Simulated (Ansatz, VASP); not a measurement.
## Two plane-wave programs on KI

The input POSCAR:

```
KI
1.0
    0.0000000000      3.5268821927      3.5268821927
    3.5268821927      0.0000000000      3.5268821927
    3.5268821927      3.5268821927      0.0000000000
K I
1 1
Direct
    0.9927000000      0.0452400000      0.9804300000
    0.4507500000      0.5403300000      0.5455700000
```

INCAR.step1

```
PREC     = Accurate       # precision mode
ENCUT    = 550            # plane-wave cutoff, eV
ISMEAR   = -1             # smearing method
SIGMA    = 0.05           # smearing width, eV
LREAL    = F              # projectors in reciprocal space
LASPH    = T              # aspherical terms in the spheres
NELM     = 120            # most SCF steps
NBANDS   = 15             # bands
GGA      = PE             # functional
ALGO     = Normal         # electronic algorithm
EDIFF    = 1E-5           # SCF threshold, eV
LWAVE    = T              # write WAVECAR
LCHARG   = F              # write CHGCAR
GGA_COMPAT= F
```

The input INCAR.step2:

```
PREC     = Accurate       # precision mode
ENCUT    = 550            # plane-wave cutoff, eV
EDIFF    = 1E-6           # SCF threshold, eV
ISMEAR   = -1             # smearing method
SIGMA    = 0.05           # smearing width, eV
LREAL    = F              # projectors in reciprocal space
LASPH    = T              # aspherical terms in the spheres
NELM     = 120            # most SCF steps
ALGO     = Normal         # electronic algorithm
ISIF     = 2              # what is computed and relaxed
LWAVE    = F              # write WAVECAR
LCHARG   = F              # write CHGCAR
METAGGA  = R2SCAN         # meta-GGA
LMIXTAU  = T            
NBANDS   = 15             # bands
ISTART   = 1            
GGA_COMPAT= F
```

KPOINTS

```
Automatic mesh
0
Gamma
  3 3 3
```

Input for Ansatz:

```yaml
crystal:
  lattice:
    - [0.0, 3.5268821927052523, 3.5268821927052523]
    - [3.5268821927052523, 0.0, 3.5268821927052523]
    - [3.5268821927052523, 3.5268821927052523, 0.0]
  atoms:
    - { symbol: K, position: [0.9927, 0.04524, 0.98043] }
    - { symbol: I, position: [0.45075, 0.54033, 0.54557] }
basis:
  ecutwfc: 650.0
  xc_grid: 2
kpoints:
  mp_grid:
    grid: [3, 3, 3]
hamiltonian:
  xc: r2scan
scf:
  convergence:
    dr2_threshold: 1.0e-09
  occupations:
    method: fermi_dirac
    width: 0.05
output:
  forces: true
  stress: true
```

Alike in both runs: task single point; functional r2SCAN; k mesh 3 × 3 × 3; occupations fermi-dirac, width 0.05 eV; no spin polarisation.

```csv
,VASP,Ansatz
version,VASP 6.6.1,Ansatz 0.2.0
potentials or method,"VASP PAW PBE potentials, release 64 (K_sv, I), cutoff 550 eV","plane waves, PAW"
valence electrons in the cell,16,26
```

```csv
,VASP,Ansatz,Ansatz less VASP
pressure (GPa),0.6,0.6,-0.01
"traceless stress, the component that is largest in VASP (GPa)",-0.33,-0.32,+0.004
rms of the force components (eV/Å),0.203,0.201,-0.0020
```

VASP's potentials were made for PBE, not for r2SCAN. Atom by atom the forces differ by 0.002 eV/Å (rms over components). VASP's potentials hold 16 valence electrons a cell and Ansatz's 26, so a difference there can come from the potentials and not from the codes. Ansatz's warnings: stress scf threshold loose.

The k mesh is coarse, so the values compare programs but aren't converged. Spin-orbit coupling is off throughout.
